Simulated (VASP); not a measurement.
# Si (Cmmm) in VASP: single point with LDA

Aim: the single point of Si with LDA.

Everything below comes from runs of VASP 6.6.1. Logs are shortened: lines on timing, memory, paths and dates and some standing lists are left out, and cuts for length are marked.

## Step 1: The cell of the first run

Symmetry: Cmmm, No. 65, orthorhombic system. Conventional cell: a = 2.608 Å, b = 18.072 Å, c = 2.471 Å, α = 90.00°, β = 90.00°, γ = 90.00°. Within 3.0 Å of Si (site symmetry m2m) lie 7 Si at 2.26 to 2.61 Å. Within 3.3 Å of Si (site symmetry m2m) lie 8 Si at 2.47 to 2.61 Å.

## Step 2: Single point, LDA (the part above a cut slid along it)

The input, INCAR:

```
  PREC = Accurate
  ENCUT = 520
  EDIFF = 1E-7
  ISMEAR = 0
  SIGMA = 0.15
  LREAL = False
  LASPH = True
  NELM = 100
  ALGO = Fast
  ISIF = 2
  LWAVE = False
  LCHARG = True
  LELF = True
  LVHAR = True
  ISYM = 0
  NBANDS = 16
```

The input, KPOINTS:

```
regular mesh
0
Gamma
  22 24 7
```

The input, POSCAR:

```
Si
1.0
    1.3042457136     -2.2590198415      0.0000000000
    0.0000000000      0.0000000000     -2.4707612060
    8.4775971384      3.3885297623      0.0000000000
Si
4
Direct
   -0.4375000000      0.0000000000      0.8750000000
    0.4375000000      0.0000000000      0.1250000000
   -0.1875000000      0.0000000000      0.3750000000
    0.1875000000      0.0000000000      0.6250000000
```

Potentials or basis: VASP PAW LDA potentials, release 64 (Si).

Launch:

```
cat potpaw_LDA.64/Si/POTCAR > POTCAR
mpirun -np 1 vasp_std > vasp.out
```

OUTCAR:

```text
PREC = Accurate
   ENCUT = 520
   EDIFF = 1E-7
   ISMEAR = 0
   LREAL = False
   LASPH = True
   NELM = 100
   ISIF = 2
   ISYM = 0

 ion  position               nearest neighbor table
   1  0.562  0.000  0.875-   2 2.26   4 2.61   4 2.61
   2  0.438  0.000  0.125-   1 2.26   3 2.61   3 2.61
   3  0.812  0.000  0.375-   2 2.61   4 2.61   2 2.61   4 2.61
   4  0.188  0.000  0.625-   1 2.61   3 2.61   3 2.61   1 2.61

IMPORTANT INFORMATION: All symmetrisations will be switched off!
NOSYMM: (Re-)initialisation of all symmetry stuff for point group C_1.

----------------------------------------------------------------------------------------

                                     Primitive cell

  volume of cell :      58.2372

  direct lattice vectors                    reciprocal lattice vectors
     1.304245714 -2.259019841  0.000000000     0.143761255 -0.359669262  0.000000000
     0.000000000  0.000000000 -2.470761206     0.000000000  0.000000000 -0.404733569
     8.477597138  3.388529762  0.000000000     0.095840836  0.055333733  0.000000000

  length of vectors
     2.608491427  2.470761206  9.129719995     0.387336129  0.404733569  0.110667465

  position of ions in fractional coordinates (direct lattice)
     0.562500000  0.000000000  0.875000000
     0.437500000  0.000000000  0.125000000
     0.812500000  0.000000000  0.375000000
     0.187500000  0.000000000  0.625000000

  ion indices of the primitive-cell ions
   primitive index   ion index
                 1           1
                 2           2
                 3           3
                 4           4

----------------------------------------------------------------------------------------

 KPOINTS: regular mesh

Automatic generation of k-mesh.
 Grid dimensions read from file:
 generate k-points for:   22   24    7

 Generating k-lattice:

  Cartesian coordinates                     Fractional coordinates (reciprocal lattice)
     0.006534602 -0.016348603  0.000000000     0.045454545  0.000000000  0.000000000
     0.000000000  0.000000000 -0.016863899     0.000000000  0.041666667  0.000000000
     0.013691548  0.007904819  0.000000000    -0.000000000  0.000000000  0.142857143

  Length of vectors
     0.017606188  0.016863899  0.015809638

  Shift w.r.t. Gamma in fractional coordinates (k-lattice)
     0.000000000  0.000000000  0.000000000

 -----------------------------------------------------------------------------
|                                                                             |
|           W    W    AA    RRRRR   N    N  II  N    N   GGGG   !!!           |
|           W    W   A  A   R    R  NN   N  II  NN   N  G    G  !!!           |
|           W    W  A    A  R    R  N N  N  II  N N  N  G       !!!           |
|           W WW W  AAAAAA  RRRRR   N  N N  II  N  N N  G  GGG   !            |
|           WW  WW  A    A  R   R   N   NN  II  N   NN  G    G                |
|           W    W  A    A  R    R  N    N  II  N    N   GGGG   !!!           |
|                                                                             |
|     Your reciprocal lattice and k-lattice belong to different lattice       |
|     classes:                                                                |
|                                                                             |
|        The reciprocal lattice is base centered orthorhombic,                |
|        whereas your k-lattice is simple monoclinic.                         |
|                                                                             |
|     Results are often still useful ...                                      |
|                                                                             |
 -----------------------------------------------------------------------------

 WARNING: IBZKPT: internal override: KBLOWUP is changed to .FALSE.
      ... skipping the blow-up phase ...

 Subroutine IBZKPT returns following result:
 ===========================================

 Found   1850 irreducible k-points:

 Following reciprocal coordinates:
            Coordinates               Weight
  0.000000  0.000000  0.000000      1.000000
  0.045455  0.000000  0.000000      2.000000
  0.090909  0.000000  0.000000      2.000000
  0.136364  0.000000  0.000000      2.000000
  0.181818  0.000000 -0.000000      2.000000
  0.227273  0.000000  0.000000      2.000000
[... 16 lines left out ...]
  0.454545  0.041667  0.000000      2.000000
  0.500000  0.041667  0.000000      2.000000
 [... further k-points ...]
   k-points           NKPTS =   1850   k-points in BZ     NKDIM =   1850   number of bands    NBANDS=     16
   number of dos      NEDOS =    301   number of ions     NIONS =      4
   total plane-waves  NPLWV =  25200
   dimension x,y,z NGX =    20 NGY =   18 NGZ =   70
   dimension x,y,z NGXF=    40 NGYF=   36 NGZF=  140
   ions per type =               4
   NGX,Y,Z   is equivalent  to a cutoff of  12.75, 12.11, 12.75 a.u.
   NGXF,Y,Z  is equivalent  to a cutoff of  25.49, 24.22, 25.49 a.u.
 SYSTEM =  unknown system
   PREC   = accura    normal or accurate (medium, high low for compatibility)
   ISTART =      0    job   : 0-new  1-cont  2-samecut
   ICHARG =      2    charge: 1-file 2-atom 10-const
   ISPIN  =      1    spin polarized calculation?
   LNONCOLLINEAR =      F non collinear calculations
   LSORBIT =      F    spin-orbit coupling
   LASPH  =      T    aspherical Exc in radial PAW
   ENCUT  =  520.0 eV  38.22 Ry    6.18 a.u.   4.85  4.59 16.98*2*pi/ulx,y,z
   NELM   =    100;   NELMIN=  2; NELMDL= -5     # of ELM steps
   EDIFF  = 0.1E-06   stopping-criterion for ELM
   LREAL  =      F    real-space projection
   EDIFFG = 0.1E-05   stopping-criterion for IOM
   NSW    =      0    number of steps for IOM
   IBRION =     -1    ionic relax: 0-MD 1-quasi-New 2-CG
   NFREE  =      0    steps in history (QN), initial steepest desc. (CG)
   ISIF   =      2    stress and relaxation
   ISYM   =      0    0-nonsym 1-usesym 2-fastsym
   POTIM  = 0.5000    time-step for ionic-motion
   TEBEG  =    0.0;   TEEND  =   0.0 temperature during run
   PSTRESS=    0.0 pullay stress
   NELECT =      16.0000    total number of electrons
   NUPDOWN=      -1.0000    fix difference up-down
   EMIN   =  10.00;   EMAX   =-10.00  energy-range for DOS
   EFERMI =   0.00;   METHOD = LEGACY
   ISMEAR =     0;   SIGMA  =   0.15  broadening in eV -4-tet -1-fermi 0-gaus
   EFERMI_NEDOS =   21; number of points for ismear=-14 and -15
   IALGO  =     68    algorithm
   IMIX   =      4    mixing-type and parameters
     AMIX     =   0.40;   BMIX     =  1.00
     AMIX_MAG =   1.60;   BMIX_MAG =  1.00
  volume/ion in A,a.u.               =      14.56        98.25
  Fermi-wavevector in a.u.,A,eV,Ry     =   1.064261  2.011161 15.410654  1.132651
  Thomas-Fermi vector in A             =   2.199773
   LORBIT       =      0    0 simple, 1 ext, 2 COOP (PROOUT), +10 PAW based schemes
   GGA     = CA    functional components
   LHFCALC =     F    Hartree Fock is set to
   AEXX    =    0.0000 exact exchange contribution
   IVDW    =     0    specifies the selected vdW correction
   LEPSILON=     F    determine dielectric tensor
   LRPA    =     F    only Hartree local field effects (RPA)
 non-spin polarized calculation
 RMM-DIIS sequential band-by-band and
 Gauss-broadening in eV      SIGMA  =   0.15
  energy-cutoff  :      520.00
  volume of cell :       58.24
 maximum number of plane-waves:      1586
   NGX =  9   NGY =  9   NGZ = 33

 number of electron      16.0000001 magnetization

 Free energy of the ion-electron system (eV)
  ---------------------------------------------------
  ext. energy  EPLUGINS =         0.00000000
  ---------------------------------------------------
  free energy    TOTEN  =       -22.74135524 eV

  energy without entropy =      -22.72399742  energy(sigma->0) =      -22.73267633

 E-fermi :   9.6915     XC(G=0): -11.1629

 val. band max:        9.6879939845   @ k =   0.4091   0.4583   0.1429
 cond. band min:       9.6921713089   @ k =   0.3182   0.0000   0.0000
 fundamental gap:      0.0041773244
 Fermi energy:         9.6914772738

 k-point     1 :       0.0000    0.0000    0.0000
  band No.  band energies     occupation
      1      -4.4427      2.00000
      2      -2.7033      2.00000
      3      -2.6670      2.00000
      4       2.1623      2.00000
      5       2.8262      2.00000
      6      10.5406      0.00000
[... 8 lines left out ...]
     15      18.3204      0.00000
     16      18.4864      0.00000

 k-point     2 :       0.0455    0.0000    0.0000
  band No.  band energies     occupation
      1      -4.3984      2.00000
      2      -2.7228      2.00000
      3      -2.5597      2.00000
      4       2.1714      2.00000
      5       2.9013      2.00000
      6      10.4585      0.00000
[... 8 lines left out ...]
     15      18.1788      0.00000
     16      18.8969      0.00000

 k-point     3 :       0.0909    0.0000    0.0000
  band No.  band energies     occupation
      1      -4.2654      2.00000
      2      -2.6698      2.00000
      3      -2.3499      2.00000
      4       2.2128      2.00000
      5       3.1117      2.00000
      6      10.3660      0.00000
[... 8 lines left out ...]
     15      19.0965      0.00000
     16      19.2312      0.00000

 k-point     4 :       0.1364    0.0000    0.0000
  band No.  band energies     occupation
      1      -4.0440      2.00000
      2      -2.5299      2.00000
      3      -2.0525      2.00000
      4       2.3092      2.00000
      5       3.4331      2.00000
      6      10.3136      0.00000
[... 8 lines left out ...]
     15      19.4670      0.00000
     16      19.4701      0.00000
[... 324 lines left out ...]
 k-point    22 :       0.4091    0.0417    0.0000
  band No.  band energies     occupation
      1      -0.8956      2.00000
      2       0.1020      2.00000
      3       1.4399      2.00000
      4       3.0848      2.00000
      5       3.8756      2.00000
      6       4.6455      2.00000
[... 8 lines left out ...]
     15      19.9958      0.00000
     16      20.8415      0.00000

 k-point    23 :       0.4545    0.0417    0.0000
  band No.  band energies     occupation
      1      -0.1486      2.00000
      2       0.7402      2.00000
      3       1.7797      2.00000
      4       2.4786      2.00000
      5       3.2114      2.00000
      6       4.5076      2.00000
[... 8 lines left out ...]
     15      20.0000      0.00000
     16      21.0512      0.00000

 k-point    24 :       0.5000    0.0417    0.0000
  band No.  band energies     occupation
      1       0.3455      2.00000
      2       1.1051      2.00000
      3       1.4152      2.00000
      4       2.2749      2.00000
      5       3.5823      2.00000
      6       3.7019      2.00000
[... 8 lines left out ...]
     15      20.1213      0.00000
     16      21.1977      0.00000

 [... further k-points ...]

------------------------ aborting loop because EDIFF is reached ----------------------------------------

  FORCE on cell =-STRESS in cart. coord.  units (eV):
  Direction    XX          YY          ZZ          XY          YZ          ZX
  --------------------------------------------------------------------------------------
  -------------------------------------------------------------------------------------
  Total        2.8704728      1.1744020     -0.3360309      1.4471051      0.0000001     -0.0000003
  in kB       78.9703002     32.3092688     -9.2446307     39.8116729      0.0000028     -0.0000079
  external PRESSURE =      34.0116461 kB  Pullay stress =       0.0000000 kB

 VOLUME and BASIS-vectors are now :
 -----------------------------------------------------------------------------
  energy-cutoff  :      520.00
  volume of cell :       58.24
      direct lattice vectors                 reciprocal lattice vectors
     1.304245714 -2.259019841  0.000000000     0.143761255 -0.359669262  0.000000000
     0.000000000  0.000000000 -2.470761206     0.000000000  0.000000000 -0.404733569
     8.477597138  3.388529762  0.000000000     0.095840836  0.055333733  0.000000000

 POSITION                                       TOTAL-FORCE (eV/Angst)
 -----------------------------------------------------------------------------------
      8.15154      1.69426      0.00000        -1.298357     -0.750960     -0.000000
      1.63031     -0.56475      0.00000         1.298357      0.750960      0.000000
      4.23880     -0.56475      0.00000         0.042563      0.023737      0.000000
      5.54304      1.69426      0.00000        -0.042563     -0.023737     -0.000000
 -----------------------------------------------------------------------------------
    total drift:                               -0.000000      0.000000     -0.000000

  FREE ENERGIE OF THE ION-ELECTRON SYSTEM (eV)
  ---------------------------------------------------
  free  energy   TOTEN  =       -22.7413552403 eV

  energy  without entropy=      -22.7239974198  energy(sigma->0) =      -22.73267633
```

It took 15 min on 1 thread of Oxide Virtual Turin-like, shared host; peak memory 1.1 GiB.

What came out:

| Property | Result |
| --- | --- |
| Free energy | -22.7414 eV |
| Pressure | 3.4 GPa |
| Largest force | 1.500 eV/Å |
| Band gap on the k mesh | zero (bands 8 and 9 overlap by 8.09 eV) |

Forces in eV/Å, atoms in the order of the input:
```
Si  -1.298 -0.751  0.000
Si   1.298  0.751  0.000
Si   0.043  0.024  0.000
Si  -0.043 -0.024  0.000
```

Levels at points of the mesh, in eV from the Fermi level:
```
           k point  band 4  band 5  band 6  band 7  band 8  band 9  band 10  band 11  band 12  band 13
(0.00, 0.00, 0.00)   -7.53   -6.87    0.85    1.12    5.61    5.70     6.84     6.96     7.50     7.79
(0.50, 0.00, 0.00)   -7.45   -6.15   -6.03   -3.80   -3.52   -0.70     0.08     3.06     4.43     8.31
(0.00, 0.50, 0.00)   -7.23   -5.62   -5.57   -3.08   -2.01   -1.87     1.44     5.15     5.65     8.13
(0.50, 0.50, 0.00)   -3.31   -3.26   -2.40   -2.33   -2.20   -1.18    -0.88     0.45     1.49     1.51
```

Caveat: the cell differs from its parent crystal (the part above a cut slid along it); the stress differs along the axes, from -1 to 8 GPa; forces of over 1 eV/Å act on the atoms, so gaps and moduli don't describe the material at rest.
